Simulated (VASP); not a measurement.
# PtSe2 (P-3m1) in VASP: notebook

Runs on PtSe2. Level: PBEsol+D3(BJ). Tasks: single point.

Everything below comes from runs of VASP 6.6.1. Logs are shortened: lines on timing, memory, paths and dates and some standing lists are left out, and cuts for length are marked.

**1. The cell of the first run**

The structure is trigonal, space group P-3m1 (No. 164). The conventional cell has a = 3.739 Å, b = 3.739 Å, c = 4.637 Å, α = 90.00°, β = 90.00°, γ = 120.00°. Within 3.3 Å of Pt (site symmetry -3m) lie 6 Se at 2.50 Å. Within 3.4 Å of Se (site symmetry 3m) lie 3 Pt at 2.50 Å and 6 Se at 3.02 to 3.32 Å.

**2. Single point, PBEsol+D3(BJ)**

INCAR reads:

```
SYSTEM = PtSe2
ALGO = Normal
EDIFF = 1E-6
ENCUT = 520
GGA = PS
ISIF = 2
ISMEAR = 0
IVDW = 12
LASPH = .TRUE.
LCHARG = .TRUE.
LELF = .TRUE.
LREAL = .FALSE.
LVHAR = .TRUE.
LWAVE = .FALSE.
NBANDS = 18
NELM = 100
PREC = Accurate
SIGMA = 0.1
```

KPOINTS reads:

```
k-points
0
G
  12 12 8
  0 0 0
```

POSCAR reads:

```
PtSe2
1.0
    3.7385007314      0.0000000000      0.0000000000
   -1.8692503657      3.2376366055      0.0000000000
    0.0000000000      0.0000000000      4.6372994770
Pt Se
1 2
Direct
    0.0000000000      0.0000000000      0.0000000000
    0.3333333333      0.6666666667      0.2717861479
    0.6666666667      0.3333333333      0.7282138521
```

Potentials or basis: VASP PAW PBE potentials, release 64 (Pt, Se).

Launch:

```console
$ cat potpaw_PBE.64/Pt/POTCAR potpaw_PBE.64/Se/POTCAR > POTCAR
$ mpirun -np 1 vasp_std > vasp.out
```

OUTCAR:

```text
SYSTEM = PtSe2
   EDIFF = 1E-6
   ENCUT = 520
   GGA = PS
   ISIF = 2
   ISMEAR = 0
   IVDW = 12
   LASPH = .TRUE.
   LREAL = .FALSE.
   NELM = 100
   PREC = Accurate
 IVDW          = 12

 ion  position               nearest neighbor table
   1  0.000  0.000  0.000-   2 2.50   3 2.50   3 2.50   2 2.50   3 2.50   2 2.50
   2  0.333  0.667  0.272-   1 2.50   1 2.50   1 2.50
   3  0.667  0.333  0.728-   1 2.50   1 2.50   1 2.50

  LATTYP: Found a hexagonal cell.
 ALAT       =     3.7385007314
 C/A-ratio  =     1.2404168971

  Lattice vectors:

 A1 = (   3.7385007314,   0.0000000000,   0.0000000000)
 A2 = (  -1.8692503657,   3.2376366055,   0.0000000000)
 A3 = (   0.0000000000,   0.0000000000,   4.6372994770)

Analysis of symmetry for initial positions (statically):
=====================================================================
 Subroutine PRICEL returns:
 Original cell was already a primitive cell.

 Routine SETGRP: Setting up the symmetry group for a
 hexagonal supercell.

 Subroutine GETGRP returns: Found 12 space group operations
 (whereof 12 operations were pure point group operations)
 out of a pool of 24 trial point group operations.

The static configuration has the point symmetry D_3d.

Analysis of symmetry for dynamics (positions and initial velocities):
=====================================================================
 Subroutine PRICEL returns:
 Original cell was already a primitive cell.

 Routine SETGRP: Setting up the symmetry group for a
 hexagonal supercell.

 Subroutine GETGRP returns: Found 12 space group operations
 (whereof 12 operations were pure point group operations)
 out of a pool of 24 trial point group operations.

The dynamic configuration has the point symmetry D_3d.

 Subroutine INISYM returns: Found 12 space group operations
 (whereof 12 operations are pure point group operations),
 and found     1 'primitive' translations

----------------------------------------------------------------------------------------

                                     Primitive cell

  volume of cell :      56.1294

  direct lattice vectors                    reciprocal lattice vectors
     3.738500731  0.000000000  0.000000000     0.267486908  0.154433638  0.000000000
    -1.869250366  3.237636606  0.000000000     0.000000000  0.308867276  0.000000000
     0.000000000  0.000000000  4.637299477     0.000000000  0.000000000  0.215642747

  length of vectors
     3.738500731  3.738500731  4.637299477     0.308867276  0.308867276  0.215642747

  position of ions in fractional coordinates (direct lattice)
     0.000000000  0.000000000  0.000000000
     0.333333333  0.666666667  0.271786148
     0.666666667  0.333333333  0.728213852

  ion indices of the primitive-cell ions
   primitive index   ion index
                 1           1
                 2           2
                 3           3

----------------------------------------------------------------------------------------

 KPOINTS: k-points

Automatic generation of k-mesh.
 Grid dimensions read from file:
 generate k-points for:   12   12    8

 Generating k-lattice:

  Cartesian coordinates                     Fractional coordinates (reciprocal lattice)
     0.022290576  0.012869470  0.000000000     0.083333333 -0.000000000  0.000000000
     0.000000000  0.025738940  0.000000000     0.000000000  0.083333333  0.000000000
     0.000000000  0.000000000  0.026955343     0.000000000  0.000000000  0.125000000

  Length of vectors
     0.025738940  0.025738940  0.026955343

  Shift w.r.t. Gamma in fractional coordinates (k-lattice)
     0.000000000  0.000000000  0.000000000

 Subroutine IBZKPT returns following result:
 ===========================================

 Found    131 irreducible k-points:

 Following reciprocal coordinates:
            Coordinates               Weight
  0.000000  0.000000  0.000000      1.000000
  0.083333  0.000000  0.000000      6.000000
  0.166667 -0.000000  0.000000      6.000000
  0.250000 -0.000000  0.000000      6.000000
  0.333333 -0.000000  0.000000      6.000000
  0.416667 -0.000000  0.000000      6.000000
[... 16 lines left out ...]
  0.166667 -0.000000  0.125000      6.000000
  0.000000  0.166667  0.125000      6.000000
 [... further k-points ...]
   k-points           NKPTS =    131   k-points in BZ     NKDIM =    131   number of bands    NBANDS=     18
   number of dos      NEDOS =    301   number of ions     NIONS =      3
   total plane-waves  NPLWV =  28224
   dimension x,y,z NGX =    28 NGY =   28 NGZ =   36
   dimension x,y,z NGXF=    56 NGYF=   56 NGZF=   72
   ions per type =               1   2
   NGX,Y,Z   is equivalent  to a cutoff of  12.45, 12.45, 12.91 a.u.
   NGXF,Y,Z  is equivalent  to a cutoff of  24.90, 24.90, 25.81 a.u.
 SYSTEM =  PtSe2
   PREC   = accura    normal or accurate (medium, high low for compatibility)
   ISTART =      0    job   : 0-new  1-cont  2-samecut
   ICHARG =      2    charge: 1-file 2-atom 10-const
   ISPIN  =      1    spin polarized calculation?
   LNONCOLLINEAR =      F non collinear calculations
   LSORBIT =      F    spin-orbit coupling
   LASPH  =      T    aspherical Exc in radial PAW
   ENCUT  =  520.0 eV  38.22 Ry    6.18 a.u.   6.95  6.95  8.62*2*pi/ulx,y,z
   NELM   =    100;   NELMIN=  2; NELMDL= -5     # of ELM steps
   EDIFF  = 0.1E-05   stopping-criterion for ELM
   LREAL  =      F    real-space projection
   EDIFFG = 0.1E-04   stopping-criterion for IOM
   NSW    =      0    number of steps for IOM
   IBRION =     -1    ionic relax: 0-MD 1-quasi-New 2-CG
   NFREE  =      0    steps in history (QN), initial steepest desc. (CG)
   ISIF   =      2    stress and relaxation
   ISYM   =      2    0-nonsym 1-usesym 2-fastsym
   POTIM  = 0.5000    time-step for ionic-motion
   TEBEG  =    0.0;   TEEND  =   0.0 temperature during run
   PSTRESS=    0.0 pullay stress
   NELECT =      22.0000    total number of electrons
   NUPDOWN=      -1.0000    fix difference up-down
   EMIN   =  10.00;   EMAX   =-10.00  energy-range for DOS
   EFERMI =   0.00;   METHOD = LEGACY
   ISMEAR =     0;   SIGMA  =   0.10  broadening in eV -4-tet -1-fermi 0-gaus
   EFERMI_NEDOS =   21; number of points for ismear=-14 and -15
   IALGO  =     38    algorithm
   IMIX   =      4    mixing-type and parameters
     AMIX     =   0.40;   BMIX     =  1.00
     AMIX_MAG =   1.60;   BMIX_MAG =  1.00
  volume/ion in A,a.u.               =      18.71       126.26
  Fermi-wavevector in a.u.,A,eV,Ry     =   1.198079  2.264041 19.529714  1.435393
  Thomas-Fermi vector in A             =   2.333977
   LORBIT       =      0    0 simple, 1 ext, 2 COOP (PROOUT), +10 PAW based schemes
   GGA     = PS    functional components
   LHFCALC =     F    Hartree Fock is set to
   AEXX    =    0.0000 exact exchange contribution
   IVDW    =    12    specifies the selected vdW correction
   LEPSILON=     F    determine dielectric tensor
   LRPA    =     F    only Hartree local field effects (RPA)
 non-spin polarized calculation
 Gauss-broadening in eV      SIGMA  =   0.10
  energy-cutoff  :      520.00
  volume of cell :       56.13
 maximum number of plane-waves:      1530
   NGX = 13   NGY = 13   NGZ = 17

 number of electron      21.9999994 magnetization

 Free energy of the ion-electron system (eV)
  ---------------------------------------------------
  ext. energy  EPLUGINS =         0.00000000
  ---------------------------------------------------
  free energy    TOTEN  =       -15.86785535 eV

  energy without entropy =      -15.86377629  energy(sigma->0) =      -15.86581582

 E-fermi :   7.3288     XC(G=0): -11.2923

 val. band max:        7.3220836844   @ k =   0.3333   0.3333   0.0000
 cond. band min:       7.3465901232   @ k =   0.3333   0.2500   0.0000
 fundamental gap:      0.0245064388
 Fermi energy:         7.3287616303

 k-point     1 :       0.0000    0.0000    0.0000
  band No.  band energies     occupation
      1      -8.8142      2.00000
      2      -5.1902      2.00000
      3      -0.1718      2.00000
      4       0.7793      2.00000
      5       0.7793      2.00000
      6       3.3732      2.00000
[... 10 lines left out ...]
     17      14.4874      0.00000
     18      18.9386      0.00000

 k-point     2 :       0.0833    0.0000    0.0000
  band No.  band energies     occupation
      1      -8.7344      2.00000
      2      -5.2504      2.00000
      3      -0.0733      2.00000
      4       0.8315      2.00000
      5       0.8721      2.00000
      6       3.2673      2.00000
[... 10 lines left out ...]
     17      14.7159      0.00000
     18      17.9250      0.00000

 k-point     3 :       0.1667   -0.0000    0.0000
  band No.  band energies     occupation
      1      -8.5016      2.00000
      2      -5.4149      2.00000
      3       0.2106      2.00000
      4       0.9794      2.00000
      5       1.1258      2.00000
      6       2.8473      2.00000
[... 10 lines left out ...]
     17      15.2879      0.00000
     18      16.5502      0.00000

 k-point     4 :       0.2500   -0.0000    0.0000
  band No.  band energies     occupation
      1      -8.1371      2.00000
      2      -5.6500      2.00000
      3       0.6383      2.00000
      4       1.1935      2.00000
      5       1.3785      2.00000
      6       2.1376      2.00000
[... 10 lines left out ...]
     17      15.4966      0.00000
     18      15.7742      0.00000

 k-point     5 :       0.3333   -0.0000    0.0000
  band No.  band energies     occupation
      1      -7.6805      2.00000
      2      -5.9299      2.00000
      3       0.7319      2.00000
      4       1.2554      2.00000
      5       1.4157      2.00000
      6       2.2799      2.00000
[... 10 lines left out ...]
     17      14.9799      0.00000
     18      15.9443      0.00000

 k-point     6 :       0.4167   -0.0000    0.0000
  band No.  band energies     occupation
      1      -7.1971      2.00000
      2      -6.2479      2.00000
      3       0.1095      2.00000
      4       1.5701      2.00000
      5       1.7218      2.00000
      6       2.8668      2.00000
[... 10 lines left out ...]
     17      14.5527      0.00000
     18      17.2539      0.00000

 k-point     7 :       0.5000   -0.0000    0.0000
  band No.  band energies     occupation
      1      -6.8691      2.00000
      2      -6.5063      2.00000
      3      -0.1365      2.00000
      4       1.6204      2.00000
      5       1.9577      2.00000
      6       3.1521      2.00000
[... 10 lines left out ...]
     17      14.4005      0.00000
     18      18.5057      0.00000

 k-point     8 :       0.0833    0.0833    0.0000
  band No.  band energies     occupation
      1      -8.5781      2.00000
      2      -5.3622      2.00000
      3       0.1169      2.00000
      4       0.9347      2.00000
      5       1.0435      2.00000
      6       3.1083      2.00000
[... 10 lines left out ...]
     17      15.2026      0.00000
     18      16.7216      0.00000
[... 229 lines left out ...]
     17      15.6118      0.00000
     18      18.2226      0.00000

 k-point    20 :       0.0000    0.0000    0.1250
  band No.  band energies     occupation
      1      -8.7259      2.00000
      2      -5.4450      2.00000
      3       0.1417      2.00000
      4       0.7985      2.00000
      5       0.7985      2.00000
      6       3.3586      2.00000
[... 10 lines left out ...]
     17      14.4329      0.00000
     18      18.4905      0.00000

 k-point    21 :       0.0833    0.0000    0.1250
  band No.  band energies     occupation
      1      -8.6468      2.00000
      2      -5.4878      2.00000
      3       0.1585      2.00000
      4       0.8807      2.00000
      5       0.9190      2.00000
      6       3.2647      2.00000
[... 10 lines left out ...]
     17      14.5151      0.00000
     18      17.1772      0.00000

 k-point    22 :       0.0000    0.0833    0.1250
  band No.  band energies     occupation
      1      -8.6480      2.00000
      2      -5.4820      2.00000
      3       0.1350      2.00000
      4       0.8186      2.00000
      5       0.9915      2.00000
      6       3.1995      2.00000
[... 10 lines left out ...]
     17      15.0195      0.00000
     18      17.0410      0.00000

 k-point    23 :       0.1667   -0.0000    0.1250
  band No.  band energies     occupation
      1      -8.4140      2.00000
      2      -5.6189      2.00000
      3       0.3131      2.00000
      4       1.0588      2.00000
      5       1.2274      2.00000
      6       2.9708      2.00000
[... 10 lines left out ...]
     17      14.5522      0.00000
     18      15.7981      0.00000

 k-point    24 :       0.0000    0.1667    0.1250
  band No.  band energies     occupation
      1      -8.4237      2.00000
      2      -5.5782      2.00000
      3       0.1663      2.00000
      4       0.9280      2.00000
      5       1.4169      2.00000
      6       2.6061      2.00000
[... 10 lines left out ...]
     17      15.9498      0.00000
     18      16.0450      0.00000

 [... further k-points ...]

------------------------ aborting loop because EDIFF is reached ----------------------------------------

 Edisp (eV)   -1.39106

 E8    (eV) :    -0.9052

  FORCE on cell =-STRESS in cart. coord.  units (eV):
  Direction    XX          YY          ZZ          XY          YZ          ZX
  --------------------------------------------------------------------------------------
  -------------------------------------------------------------------------------------
  Total       0.04806     0.04806     0.02760     0.00000     0.00000    -0.00000
  in kB       1.37192     1.37192     0.78794     0.00000     0.00000    -0.00000
  external pressure =        1.18 kB  Pullay stress =        0.00 kB

 VOLUME and BASIS-vectors are now :
 -----------------------------------------------------------------------------
  energy-cutoff  :      520.00
  volume of cell :       56.13
      direct lattice vectors                 reciprocal lattice vectors
     3.738500731  0.000000000  0.000000000     0.267486908  0.154433638  0.000000000
    -1.869250366  3.237636606  0.000000000     0.000000000  0.308867276  0.000000000
     0.000000000  0.000000000  4.637299477     0.000000000  0.000000000  0.215642747

 POSITION                                       TOTAL-FORCE (eV/Angst)
 -----------------------------------------------------------------------------------
      0.00000      0.00000      0.00000        -0.000000      0.000000      0.000000
     -0.00000      2.15842      1.26035         0.000000      0.000000      0.016979
      1.86925      1.07921      3.37695        -0.000000     -0.000000     -0.016979
 -----------------------------------------------------------------------------------
    total drift:                               -0.000000     -0.000000      0.000000

  FREE ENERGIE OF THE ION-ELECTRON SYSTEM (eV)
  ---------------------------------------------------
  free  energy   TOTEN  =       -17.2589153540 eV

  energy  without entropy=      -17.2548362906  energy(sigma->0) =      -17.25687582
```

It took 2.5 min on 1 thread of Intel Xeon Platinum 8259CL at 2.50GHz (Skylake/Cascade Lake), shared host; peak memory 0.28 GiB.

What came out:

```
Free energy                : -17.2589 eV
Pressure                   : 0.1 GPa
Largest force              : 0.017 eV/Å
Band gap on the k mesh     : zero (bands 11 and 12 overlap by 0.99 eV)
Dispersion energy per atom : -0.464 eV
```

Forces on the atoms (eV/Å):
```
Pt   0.000  0.000  0.000
Se   0.000  0.000  0.017
Se   0.000  0.000 -0.017
```

Levels at points of the mesh, in eV from the Fermi level:
| k point | band 8 | band 9 | band 10 | band 11 | band 12 | band 13 | band 14 | band 15 |
| --- | --- | --- | --- | --- | --- | --- | --- | --- |
| (0.00, 0.00, 0.00) | -2.53 | -1.05 | -1.05 | 0.91 | 0.91 | 0.96 | 2.99 | 4.30 |
| (0.50, 0.00, 0.00) | -3.69 | -3.46 | -3.39 | -3.04 | 0.46 | 2.78 | 5.21 | 6.22 |
| (0.00, 0.00, 0.50) | -3.02 | -1.95 | -1.95 | -1.71 | 2.52 | 2.52 | 4.99 | 6.39 |
| (0.50, 0.00, 0.50) | -3.48 | -3.19 | -2.66 | -1.07 | 0.44 | 1.57 | 4.84 | 5.32 |

Caveat: the PAW data sets were made with another functional, which shifts forces and pressure a little; spin-orbit coupling is left out, which moves the levels of the heavy elements.

(Part 1 of 2 ends here.)

The gap in the log of VASP goes by the Fermi energy; the results here count the filled bands.